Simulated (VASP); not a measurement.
Input of a VASP 6.6.1 run:

The input POSCAR:

```
HgTe
1.0
    0.0000000000      3.3242171039      3.3242171039
    3.3242171039      0.0000000000      3.3242171039
    3.3242171039      3.3242171039      0.0000000000
Hg Te
1 1
Direct
    0.0000000000      0.0000000000      0.0000000000
    0.2500000000      0.2500000000      0.2500000000
```

Contents of INCAR.step1:

```
  PREC = Accurate
  ENCUT = 520
  ISMEAR = 0
  SIGMA = 0.05
  LREAL = F
  LASPH = T
  NELM = 80
  NBANDS = 16
  GGA = PE
  ALGO = Normal
  EDIFF = 1E-4
  LWAVE = T
  LCHARG = F
```

Contents of INCAR.step2:

```
  PREC = Accurate
  ENCUT = 520
  EDIFF = 1E-7
  ISMEAR = 0
  SIGMA = 0.05
  LREAL = F
  LASPH = T
  NELM = 80
  ALGO = Normal
  ISIF = 2
  LWAVE = F
  LCHARG = T
  METAGGA = R2SCAN
  LMIXTAU = T
  LELF = T
  LVHAR = T
  NBANDS = 16
  ISTART = 1
```

Contents of KPOINTS:

```
Automatic mesh
0
Gamma
  10 10 10
```

Potentials or basis: VASP PAW PBE potentials, release 64 (Hg, Te).

Command:

```bash
$ cat potpaw_PBE.64/Hg/POTCAR potpaw_PBE.64/Te/POTCAR > POTCAR
$ cp INCAR.step1 INCAR
$ mpirun -np 1 vasp_std > vasp.out
$ cp INCAR.step2 INCAR
$ mpirun -np 1 vasp_std > vasp.out
```

**Question.** Predict the pressure.

**Answer.** -1.2 GPa.

**Question.** What does it give for the band gap on the k mesh?

**Answer.** Zero (filled and empty bands touch).

Caveat: semilocal functionals underestimate gaps, so a narrow gap can read as zero; the PAW data sets were made with another functional, which shifts forces and pressure a little; spin-orbit coupling is left out, which moves the levels of the heavy elements.
